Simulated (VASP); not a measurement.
# SrTiO3: relaxation of the atoms with PBE

The system is SrTiO3.

```
Sr Ti O
1.0
     3.90500    0.00000    0.00000
     0.00000    3.90500    0.00000
     0.00000    0.00000    3.86595
Sr Ti O
1 1 3
Cartesian
  0.0000 0.0000 0.0000
  1.9525 1.9525 1.9330
  0.0000 1.9525 1.9330
  1.9525 0.0000 1.9330
  1.9525 1.9525 0.0000
```

This cell differs from its parent crystal: z stretched by -1 %.

* Program: VASP 6.6.1
* Task: relaxation of the atoms
* Functional: PBE
* Potentials or basis: VASP PAW PBE potentials, release 64 (Sr_sv, Ti_sv, O)
* Cutoff: 520 eV
* k mesh: 8 × 8 × 8
* Occupations: fermi-dirac, width 0.02 eV
* Spin: no spin polarisation
* Dipole correction: no
* Further INCAR settings: ALGO = Normal; EDIFF = 1e-07; IBRION = 2; EDIFFG = -0.02; NSW = 80

| Item | Value |
| --- | --- |
| Pressure after relaxing | 7.0 GPa |
| Band gap on the k mesh | 1.86 eV (least direct gap 2.21 eV) |

Stress tensor (GPa, compression positive):
```
6.10 0.00 0.00
0.00 6.10 0.00
0.00 0.00 8.70
```

Final structure:
```yaml
crystal:
  lattice:
    - [3.90500, 0.00000, 0.00000]
    - [0.00000, 3.90500, 0.00000]
    - [0.00000, 0.00000, 3.86595]
  atoms:
    - { symbol: Sr, position: [0.00000, 0.00000, 0.00000] }
    - { symbol: Ti, position: [0.50000, 0.50000, 0.50000] }
    - { symbol: O, position: [0.00000, 0.50000, 0.50000] }
    - { symbol: O, position: [0.50000, 0.00000, 0.50000] }
    - { symbol: O, position: [0.50000, 0.50000, 0.00000] }
```

Levels at points of the mesh, in eV from the valence-band top:
```
           k point  band 17  band 18  band 19  band 20  band 21  band 22  band 23  band 24
(0.00, 0.00, 0.00)    -1.17    -0.36    -0.36    -0.35     1.86     1.87     1.87     4.36
(0.50, 0.00, 0.00)    -2.34    -2.02    -0.73    -0.73     2.04     3.79     3.80     4.41
(0.50, 0.50, 0.00)    -1.71    -1.63    -1.63    -0.12     3.80     3.80     4.25     5.44
(0.00, 0.00, 0.50)    -2.46    -2.03    -0.75    -0.75     2.04     3.89     3.89     4.35
(0.50, 0.00, 0.50)    -1.73    -1.57    -1.57    -0.09     3.80     3.90     4.31     5.33
(0.50, 0.50, 0.50)    -3.72    -0.02     0.00     0.00     4.48     4.54     4.54     6.94
```

Wall time 3.6 min on 1 thread of Oxide Virtual Turin-like Processor, on a shared host, peak memory 0.22 GiB.

Caveat: the cell differs from its parent crystal (z stretched by -1 %). A k mesh can miss the band edges.
